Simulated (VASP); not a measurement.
# TiSi2: single point with PBE

Crystal: TiSi2.

```xyz
6
Lattice="0.0000 4.2592 4.4080 2.4760 0.0000 4.4080 2.3364 4.1781 0.0784" Properties=species:S:1:pos:R:3 pbc="T T T"
Ti    3.6117    6.3382    6.6668
Ti    2.4038    4.2085    4.4511
Si    1.2267    0.7439    2.2098
Si    1.1837    3.4932    2.2374
Si    2.4524    1.3655    4.4218
Si    2.3558    7.0535    4.4726
```

This cell differs from its parent crystal: biaxial strain in the a-b plane: +3.0 %.

| Property | Result |
| --- | --- |
| Program | VASP 6.6.1 |
| Task | single point |
| Functional | PBE |
| Potentials or basis | VASP PAW PBE potentials, release 64 (Ti_sv, Si) |
| Cutoff | 520 eV |
| k mesh | 10 × 10 × 10 |
| Occupations | gaussian, width 0.1 eV |
| Spin | no spin polarisation |
| Dipole correction | no |
| Further INCAR settings | ALGO = Normal; EDIFF = 1e-06; NBANDS = 29 |

- Pressure: -5.2 GPa
- Largest force: 0.195 eV/Å
- Band gap on the k mesh: zero (bands 20 and 21 overlap by 1.67 eV)

Forces on the atoms (eV/Å):
```
Ti   0.070  0.127 -0.130
Ti  -0.070 -0.127  0.130
Si   0.014  0.077 -0.093
Si   0.023  0.008 -0.007
Si  -0.014 -0.077  0.093
Si  -0.023 -0.008  0.007
```

Stress tensor (GPa, compression positive):
```
-1.88  3.73 -3.89
 3.73 -5.94 -1.45
-3.89 -1.45 -7.66
```

Levels at points of the mesh, in eV from the Fermi level:
```csv
k point,band 18,band 19,band 20,band 21,band 22,band 23
"(0.00, 0.00, 0.00)",-1.91,-1.62,-1.28,-0.91,1.89,2.76
"(0.50, 0.00, 0.00)",-1.07,-0.01,0.17,0.86,1.32,1.66
"(0.00, 0.50, 0.00)",-1.01,-0.04,0.04,0.82,1.24,1.36
"(0.50, 0.50, 0.00)",-1.40,-0.93,-0.83,0.61,0.63,2.85
"(0.00, 0.00, 0.50)",-0.79,-0.08,0.26,1.02,1.34,1.50
"(0.50, 0.00, 0.50)",-2.10,-0.90,-0.77,1.10,1.18,2.89
"(0.00, 0.50, 0.50)",-1.01,-0.62,-0.58,0.71,0.79,1.99
"(0.50, 0.50, 0.50)",-0.83,0.03,0.18,0.88,1.23,1.56
```

It took 22 min on 1 thread of Oxide Virtual Turin-like Processor, with other jobs on the host, peak memory 1 GiB.

Caveat: the cell differs from its parent crystal (biaxial strain in the a-b plane: +3.0 %); the stress differs along the axes, from -8 to -2 GPa.
